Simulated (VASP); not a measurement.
# AlAs4 (P2_1/c) in VASP: notebook

AlAs4 is run at these levels: PBE; tasks: single point.

All numbers are computed with VASP 6.6.1; they aren't measurements. Logs are shortened: lines on timing, memory, paths and dates and some standing lists are left out, and cuts for length are marked.

**1. The cell of the first run**

The structure is monoclinic, space group P2_1/c (No. 14). The conventional cell has a = 5.271 Å, b = 5.403 Å, c = 7.852 Å, α = 90.00°, β = 101.16°, γ = 90.00°. Al (site symmetry -1) has 6 As at 2.60 to 2.74 Å within 3.4 Å. Within 3.3 Å of As (site symmetry 1) lie 2 As at 2.49 to 2.52 Å and 2 Al at 2.60 to 2.67 Å. As (site symmetry 1) has 3 As at 2.49 to 2.57 Å and 1 Al at 2.74 Å within 3.3 Å.

**2. Single point, PBE**

The input, INCAR:

```
SYSTEM = AlAs4
  PREC = Accurate
  ENCUT = 520
  EDIFF = 1E-6
  ISMEAR = 0
  SIGMA = 0.2
  LREAL = .FALSE.
  LASPH = .TRUE.
  NELM = 100
  ALGO = Normal
  ISIF = 2
  LWAVE = .FALSE.
  LCHARG = .FALSE.
  GGA = PE
  NBANDS = 34
```

The input, KPOINTS:

```
Automatic mesh
0
G
  3 3 2
  0 0 0
```

The input, POSCAR:

```
AlAs4
1.0
    5.2706287247      0.0000000000     -0.0883550696
    0.0000000000      5.4031764866      0.0000000000
   -1.3904282100      0.0000000000      7.7274274750
Al As
2 8
Direct
    0.0000000000      0.5000000000      0.5000000000
    0.0000000000      0.0000000000      0.0000000000
    0.7972398846      0.3102219632      0.7577088404
    0.3773840304      0.1483293461      0.5831971681
    0.2027601154      0.6897780368      0.2422911596
    0.6226159696      0.8516706539      0.4168028319
    0.7972398846      0.1897780368      0.2577088404
    0.3773840304      0.3516706539      0.0831971681
    0.2027601154      0.8102219632      0.7422911596
    0.6226159696      0.6483293461      0.9168028319
```

Potentials or basis: VASP PAW PBE potentials, release 64 (Al, As).

On the command line:

```sh
cat potpaw_PBE.64/Al/POTCAR potpaw_PBE.64/As/POTCAR > POTCAR
mpirun -np 1 vasp_std > vasp.out
```

OUTCAR:

```text
SYSTEM = AlAs4
   PREC = Accurate
   ENCUT = 520
   EDIFF = 1E-6
   ISMEAR = 0
   LREAL = .FALSE.
   LASPH = .TRUE.
   NELM = 100
   ISIF = 2
   GGA = PE

 ion  position               nearest neighbor table
   1  0.000  0.500  0.500-   7 2.60   9 2.60   3 2.67   5 2.67   4 2.74   6 2.74
   2  0.000  0.000  0.000-   3 2.60   5 2.60   7 2.67   9 2.67   8 2.74  10 2.74
   3  0.797  0.310  0.758-  10 2.49   4 2.52   2 2.60   1 2.67
   4  0.377  0.148  0.583-   9 2.49   3 2.52   6 2.57   1 2.74
   5  0.203  0.690  0.242-   8 2.49   6 2.52   2 2.60   1 2.67
   6  0.623  0.852  0.417-   7 2.49   5 2.52   4 2.57   1 2.74
   7  0.797  0.190  0.258-   6 2.49   8 2.52   1 2.60   2 2.67
   8  0.377  0.352  0.083-   5 2.49   7 2.52  10 2.57   2 2.74
   9  0.203  0.810  0.742-   4 2.49  10 2.52   1 2.60   2 2.67
  10  0.623  0.648  0.917-   3 2.49   9 2.52   8 2.57   2 2.74

  LATTYP: Found a simple monoclinic cell.
 ALAT       =     5.2713692502
 B/A-ratio  =     1.0250043642
 C/A-ratio  =     1.4894657209
 COS(beta)  =    -0.1935617532

  Lattice vectors:

 A1 = (   5.2706287247,   0.0000000000,  -0.0883550696)
 A2 = (   0.0000000000,   5.4031764866,   0.0000000000)
 A3 = (  -1.3904282100,   0.0000000000,   7.7274274750)

Analysis of symmetry for initial positions (statically):
=====================================================================
 Subroutine PRICEL returns:
 Original cell was already a primitive cell.

 Routine SETGRP: Setting up the symmetry group for a
 simple monoclinic supercell.

 Subroutine GETGRP returns: Found  4 space group operations
 (whereof  2 operations were pure point group operations)
 out of a pool of  4 trial point group operations.

The static configuration has the point symmetry S_2 .
 The point group associated with its full space group is C_2h.

Analysis of symmetry for dynamics (positions and initial velocities):
=====================================================================
 Subroutine PRICEL returns:
 Original cell was already a primitive cell.

 Routine SETGRP: Setting up the symmetry group for a
 simple monoclinic supercell.

 Subroutine GETGRP returns: Found  4 space group operations
 (whereof  2 operations were pure point group operations)
 out of a pool of  4 trial point group operations.

The dynamic configuration has the point symmetry S_2 .
 The point group associated with its full space group is C_2h.

 Subroutine INISYM returns: Found  4 space group operations
 (whereof  2 operations are pure point group operations),
[... 103 lines left out ...]
   POTIM  = 0.5000    time-step for ionic-motion
   TEBEG  =    0.0;   TEEND  =   0.0 temperature during run
   PSTRESS=    0.0 pullay stress
   NELECT =      46.0000    total number of electrons
   NUPDOWN=      -1.0000    fix difference up-down
   EMIN   =  10.00;   EMAX   =-10.00  energy-range for DOS
   EFERMI =   0.00;   METHOD = LEGACY
   ISMEAR =     0;   SIGMA  =   0.20  broadening in eV -4-tet -1-fermi 0-gaus
   EFERMI_NEDOS =   21; number of points for ismear=-14 and -15
   IALGO  =     38    algorithm
   IMIX   =      4    mixing-type and parameters
     AMIX     =   0.40;   BMIX     =  1.00
     AMIX_MAG =   1.60;   BMIX_MAG =  1.00
  volume/ion in A,a.u.               =      21.94       148.06
  Fermi-wavevector in a.u.,A,eV,Ry     =   0.972559  1.837870 12.869354  0.945871
  Thomas-Fermi vector in A             =   2.102867
   LORBIT       =      0    0 simple, 1 ext, 2 COOP (PROOUT), +10 PAW based schemes
   GGA     = PE    functional components
   LHFCALC =     F    Hartree Fock is set to
   AEXX    =    0.0000 exact exchange contribution
   IVDW    =     0    specifies the selected vdW correction
   LEPSILON=     F    determine dielectric tensor
   LRPA    =     F    only Hartree local field effects (RPA)
 non-spin polarized calculation
 Gauss-broadening in eV      SIGMA  =   0.20
  energy-cutoff  :      520.00
  volume of cell :      219.40
 maximum number of plane-waves:      5924
 NGX is ok and might be reduce to    40
   NGX = 19   NGY = 21   NGZ = 29

 number of electron      46.0000004 magnetization

 Free energy of the ion-electron system (eV)
  ---------------------------------------------------
  ext. energy  EPLUGINS =         0.00000000
  ---------------------------------------------------
  free energy    TOTEN  =       -45.35449584 eV

  energy without entropy =      -45.29951640  energy(sigma->0) =      -45.32700612

 E-fermi :   5.4053     XC(G=0):  -9.6692

 val. band max:        5.2905968818   @ k =   0.0000   0.0000   0.5000
 cond. band min:       5.5255848073   @ k =   0.3333   0.3333   0.5000
 fundamental gap:      0.2349879255
 Fermi energy:         5.4052677198

 k-point     1 :       0.0000    0.0000    0.0000
  band No.  band energies     occupation
      1      -9.1841      2.00000
      2      -7.6603      2.00000
      3      -7.1886      2.00000
      4      -5.8641      2.00000
      5      -5.4611      2.00000
      6      -5.0835      2.00000
[... 285 lines left out ...]
     33       8.9291      0.00000
     34       9.1311      0.00000

------------------------ aborting loop because EDIFF is reached ----------------------------------------

  FORCE on cell =-STRESS in cart. coord.  units (eV):
  Direction    XX          YY          ZZ          XY          YZ          ZX
  --------------------------------------------------------------------------------------
  -------------------------------------------------------------------------------------
  Total        0.2101175      0.3595481      0.0742373      0.0000000      0.0000000     -0.6910762
  in kB        1.5343987      2.6256269      0.5421233      0.0000000      0.0000000     -5.0466362
  external PRESSURE =       1.5673830 kB  Pullay stress =       0.0000000 kB

 VOLUME and BASIS-vectors are now :
 -----------------------------------------------------------------------------
  energy-cutoff  :      520.00
  volume of cell :      219.40
      direct lattice vectors                 reciprocal lattice vectors
     5.270628725  0.000000000 -0.088355070     0.190304712  0.000000000  0.034242319
     0.000000000  5.403176487  0.000000000     0.000000000  0.185076316  0.000000000
    -1.390428210  0.000000000  7.727427475     0.002175936  0.000000000  0.129800698

 POSITION                                       TOTAL-FORCE (eV/Angst)
 -----------------------------------------------------------------------------------
     -0.69521      2.70159      3.86371        -0.000000      0.000000     -0.000000
      0.00000      0.00000      0.00000        -0.000000      0.000000     -0.000000
      3.14842      1.67618      5.78470        -0.010694     -0.024156     -0.021159
      1.17816      0.80145      4.47327         0.005939      0.047286      0.004946
      0.73178      3.72699      1.85437         0.010694      0.024156      0.021159
      2.70204      4.60173      3.16580        -0.005939     -0.047286     -0.004946
      3.84363      1.02540      1.92099        -0.010694      0.024156     -0.021159
      1.87337      1.90014      0.60956         0.005939     -0.047286      0.004946
      0.03657      4.37777      5.71809         0.010694     -0.024156      0.021159
      2.00683      3.50304      7.02952        -0.005939      0.047286     -0.004946
 -----------------------------------------------------------------------------------
    total drift:                                0.000000     -0.000000     -0.000000

  FREE ENERGIE OF THE ION-ELECTRON SYSTEM (eV)
  ---------------------------------------------------
  free  energy   TOTEN  =       -45.3544958414 eV

  energy  without entropy=      -45.2995164030  energy(sigma->0) =      -45.32700612
```

OSZICAR:

```text
N       E                     dE             d eps       ncg     rms          rms(c)
DAV:   1     0.170050284844E+03    0.17005E+03   -0.17399E+04   544   0.111E+03
DAV:   2    -0.301516049823E+02   -0.20020E+03   -0.18932E+03   690   0.168E+02
DAV:   3    -0.453711054726E+02   -0.15220E+02   -0.14937E+02   688   0.469E+01
DAV:   4    -0.456444854630E+02   -0.27338E+00   -0.27162E+00   672   0.675E+00
DAV:   5    -0.456490444850E+02   -0.45590E-02   -0.45496E-02   742   0.867E-01    0.671E+00
DAV:   6    -0.454222324151E+02    0.22681E+00   -0.21170E-01   622   0.212E+00    0.405E+00
DAV:   7    -0.453563456596E+02    0.65887E-01   -0.24924E-01   650   0.196E+00    0.625E-01
DAV:   8    -0.453539716689E+02    0.23740E-02   -0.21051E-02   612   0.706E-01    0.192E-01
DAV:   9    -0.453543676904E+02   -0.39602E-03   -0.36463E-03   648   0.244E-01    0.986E-02
DAV:  10    -0.453544527867E+02   -0.85096E-04   -0.25334E-04   638   0.762E-02    0.413E-02
DAV:  11    -0.453544950871E+02   -0.42300E-04   -0.12390E-04   620   0.566E-02    0.884E-03
DAV:  12    -0.453544961694E+02   -0.10823E-05   -0.16004E-05   620   0.178E-02    0.699E-03
DAV:  13    -0.453544958414E+02    0.32797E-06   -0.27428E-06   496   0.750E-03
   1 F= -.45354496E+02 E0= -.45327006E+02  d E =-.549794E-01
```

stdout:

```text
POSCAR found type information on POSCAR AlAs
 POSCAR found :  2 types and      10 ions
 scaLAPACK will be used
 LDA part: xc-table for (Slater+PW92), standard interpolation
 POSCAR, INCAR and KPOINTS ok, starting setup
 FFT: planning ... GRIDC
 FFT: planning ... GRID_SOFT
 FFT: planning ... GRID
 WAVECAR not read
 entering main loop
```

Wall time 78 s (1 thread of AMD EPYC 7R43 (Zen 3), shared host); peak memory 0.25 GiB.

What came out:

* Free energy: -45.3545 eV
* Pressure: 0.2 GPa
* Largest force: 0.048 eV/Å
* Band gap on the k mesh: zero (bands 23 and 24 overlap by 1.12 eV)

Forces on the atoms (eV/Å):
```
Al   0.000  0.000  0.000
Al   0.000  0.000  0.000
As  -0.011 -0.024 -0.021
As   0.006  0.047  0.005
As   0.011  0.024  0.021
As  -0.006 -0.047 -0.005
As  -0.011  0.024 -0.021
As   0.006 -0.047  0.005
As   0.011 -0.024  0.021
As  -0.006  0.047 -0.005
```

Stress tensor (GPa, compression positive):
```
 0.15  0.00 -0.50
 0.00  0.26  0.00
-0.50  0.00  0.05
```

Levels at points of the mesh, in eV from the Fermi level:
| k point | band 21 | band 22 | band 23 | band 24 | band 25 | band 26 |
| --- | --- | --- | --- | --- | --- | --- |
| (0.00, 0.00, 0.00) | -1.44 | -1.04 | -0.69 | -0.64 | 0.14 | 0.78 |
| (0.00, 0.00, 0.50) | -1.82 | -1.82 | -0.11 | -0.11 | 0.22 | 0.22 |

Caveat: the k points lie up to 0.41 Å⁻¹ apart, too coarse for converged energies and pressures of a metal.

**3. Single point, PBE**

This run uses another cell than the first one, of 21.85 Å³/atom.

The input, INCAR:

```
  PREC = Accurate
  ENCUT = 520
  EDIFF = 1E-7
  ISMEAR = 0
  SIGMA = 0.1
  LREAL = F
  LASPH = T
  NELM = 100
  ALGO = Normal
  ISIF = 2
  LWAVE = F
  LCHARG = F
  GGA = PE
  NBANDS = 34
```

The input, KPOINTS:

```
regular mesh
0
Gamma
  6 6 4
```

The input, POSCAR:

```
AlAs4
1.0
    5.3475838176      0.0000000000     -0.0042619123
    0.0000000000      5.3813347061      0.0000000000
   -1.5479555658      0.0000000000      7.5940463012
Al As
2 8
Direct
    0.0000000000      0.5000000000      0.5000000000
    0.0000000000      0.0000000000      0.0000000000
    0.7884599372      0.3116676629      0.7537872678
    0.3726131060      0.1527541507      0.5813679828
    0.2115400628      0.6883323371      0.2462127322
    0.6273868940      0.8472458493      0.4186320172
    0.7884599372      0.1883323371      0.2537872678
    0.3726131060      0.3472458493      0.0813679828
    0.2115400628      0.8116676629      0.7462127322
    0.6273868940      0.6527541507      0.9186320172
```

Potentials or basis: VASP PAW PBE potentials, release 64 (Al, As).

On the command line:

```sh
cat potpaw_PBE.64/Al/POTCAR potpaw_PBE.64/As/POTCAR > POTCAR
mpirun -np 1 vasp_std > vasp.out
```

Wall time 4.1 min (1 thread of AMD EPYC 9R45 (Zen 5), shared host); peak memory 0.45 GiB.

Results (log left out):

| Item | Value |
| --- | --- |
| Free energy | -45.2048 eV |
| Pressure | 0.2 GPa |
| Largest force | 0.037 eV/Å |
| Band gap on the k mesh | zero (bands 23 and 24 overlap by 1.35 eV) |

Forces in eV/Å, atoms in the order of the input:
```
Al   0.000  0.000  0.000
Al   0.000  0.000  0.000
As   0.034 -0.015 -0.005
As  -0.011  0.014 -0.029
As  -0.034  0.015  0.005
As   0.011 -0.014  0.029
As   0.034  0.015 -0.005
As  -0.011 -0.014 -0.029
As  -0.034 -0.015  0.005
As   0.011  0.014  0.029
```

Stress tensor (GPa, compression positive):
```
0.24 0.00 0.02
0.00 0.24 0.00
0.02 0.00 0.16
```

Levels at points of the mesh, in eV from the Fermi level:
```csv
k point,band 20,band 21,band 22,band 23,band 24,band 25,band 26,band 27
"(0.00, 0.00, 0.00)",-2.75,-1.33,-1.00,-0.80,-0.76,0.11,0.91,1.06
"(0.50, 0.00, 0.00)",-2.14,-2.05,-1.35,-0.27,0.17,0.31,1.47,1.84
"(0.00, 0.50, 0.00)",-2.45,-1.87,-1.87,0.30,0.30,0.72,0.72,1.61
"(0.50, 0.50, 0.00)",-1.98,-1.19,-1.19,-0.30,-0.30,0.53,0.53,1.47
"(0.00, 0.00, 0.50)",-2.62,-1.83,-1.83,-0.17,-0.17,0.21,0.21,0.74
"(0.50, 0.00, 0.50)",-2.72,-1.91,-1.91,0.34,0.34,1.18,1.18,1.86
"(0.00, 0.50, 0.50)",-2.84,-2.04,-2.04,0.38,0.38,1.92,1.92,2.02
"(0.50, 0.50, 0.50)",-2.05,-1.35,-1.35,0.21,0.21,0.87,0.87,1.53
```
